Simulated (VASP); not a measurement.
Wanted: the native input for a VASP 6.6.1 run.

- Task: electric field gradients
- Functional: PBE
- Potentials or basis: VASP PAW PBE potentials, release 64 (Ba_sv, S)
- Cutoff: 520 eV
- k mesh: 8 × 8 × 8
- Occupations: fermi-dirac, width 0.02 eV
- Spin: no spin polarisation
- Dipole correction: no
- Further INCAR settings: ALGO = Normal; EDIFF = 1e-08; NBANDS = 15

The structure of BaS lies in POSCAR:

```
BaS
1.0
    0.0000000000      3.2256875000      3.1937500000
    3.2256875000      0.0000000000      3.1937500000
    3.2256875000      3.2256875000      0.0000000000
Ba S
1 1
Direct
    0.0000000000      0.0000000000      0.0000000000
    0.5000000000      0.5000000000      0.5000000000
```

This cell differs from its parent crystal: equal xx and yy strain of +1 %.

The input as run:

INCAR

```
ALGO = Normal ; EDIFF = 1E-8
ENCUT = 520 ; GGA = PE
ISIF = 2 ; ISMEAR = -1
LASPH = True ; LCHARG = False
LEFG = True ; LREAL = False
LWAVE = False ; NBANDS = 15
NELM = 80 ; PREC = Accurate
SIGMA = 0.02
```

KPOINTS

```
k-points
0
Gamma
  8 8 8
```

Potentials or basis: VASP PAW PBE potentials, release 64 (Ba_sv, S).

Launch:

```console
$ cat potpaw_PBE.64/Ba_sv/POTCAR potpaw_PBE.64/S/POTCAR > POTCAR
$ mpirun -np 1 vasp_std > vasp.out
```

Results of the run:

```json
{"Pressure": "0.5 GPa", "Band gap on the k mesh": "2.11 eV (least direct gap 2.26 eV)", "Largest electric field gradient by atom": "Ba -12.9; S -3.5 V/Å²"}
```

Caveat: the cell differs from its parent crystal (equal xx and yy strain of +1 %); without QUAD_EFG the Cq values of the log hold for a quadrupole moment of 1 mb, not for the nuclei; spin-orbit coupling is left out, which moves the levels of the heavy elements.

It took 110 s on 1 thread of Intel Xeon 8259CL, with other jobs on the host, peak memory 0.24 GiB.
